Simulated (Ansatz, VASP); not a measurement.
**Two plane-wave programs on LiF**

```
Li F
1.0
     3.09762    0.00000    0.00000
    -1.54881    2.68262    0.00000
     0.00000    0.00000    4.45810
Li F
2 2
Direct
  0.33333 0.66667 0.40269
  0.66667 0.33333 0.90269
  0.33333 0.66667 0.99102
  0.66667 0.33333 0.49102
```

Alike in both runs: task single point; functional LDA; k mesh 9 × 9 × 6; occupations gaussian, width 0.05 eV; no spin polarisation.

|  | VASP | Ansatz |
| --- | --- | --- |
| version | VASP 6.6.1 | Ansatz 0.2.0 |
| potentials or method | VASP PAW LDA potentials, release 64 (Li_sv, F), cutoff 520 eV | scalar-relativistic, plane waves, PAW |
| valence electrons in the cell | 20 | 20 |

VASP gave:

| Item | Value |
| --- | --- |
| gap on the k mesh at the Fermi level (eV) | 7.67 |
| least direct gap on the mesh (eV) | 7.67 |
| rms of the force components (eV/Å) | 0.024 |

Q: What did Ansatz give for the same quantities?

A: gap on the k mesh at the Fermi level (eV): 7.68; least direct gap on the mesh (eV): 7.68; rms of the force components (eV/Å): 0.021.

LDA's correlation is that of Perdew and Zunger in VASP and of Perdew and Wang (1992) in Ansatz. Atom by atom the forces differ by 0.003 eV/Å (rms over components).

Noted on VASP's run: the cutoff is under 1.25 times that of the potentials, so the pressure is a little rough.
